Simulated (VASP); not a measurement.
Input of a VASP 6.6.1 run:

File INCAR:

```
  PREC = Accurate
  ENCUT = 520
  EDIFF = 1E-7
  ISMEAR = 0
  SIGMA = 0.1
  LREAL = False
  LASPH = True
  NELM = 80
  ALGO = Normal
  ISIF = 2
  LWAVE = False
  LCHARG = False
  GGA = PE
  NBANDS = 24
```

KPOINTS

```
regular mesh
0
Gamma
  6 6 6
```

File POSCAR:

```
P
1.0
    4.6562076927      2.6882627648      1.5822020717
   -4.6562076927      2.6882627648      1.5822020717
    0.0000000000     -5.3765255296      1.5822020717
P
6
Direct
    0.4671230777      0.2845155600      0.9886364124
    0.9886364124      0.4671230777      0.2845155600
    0.2845155600      0.9886364124      0.4671230777
    0.5328769223      0.7154844400      0.0113635876
    0.0113635876      0.5328769223      0.7154844400
    0.7154844400      0.0113635876      0.5328769223
```

Potentials or basis: VASP PAW PBE potentials, release 64 (P).

Command:

```bash
$ cat potpaw_PBE.64/P/POTCAR > POTCAR
$ mpirun -np 1 vasp_std > vasp.out
```

(1) Predict the pressure.

(2) What does it give for the band gap on the k mesh?

(3) Predict the largest force.

Answers

(1) -0.2 GPa.

(2) 0.58 eV (least direct gap 0.72 eV).

(3) 0.037 eV/Å.
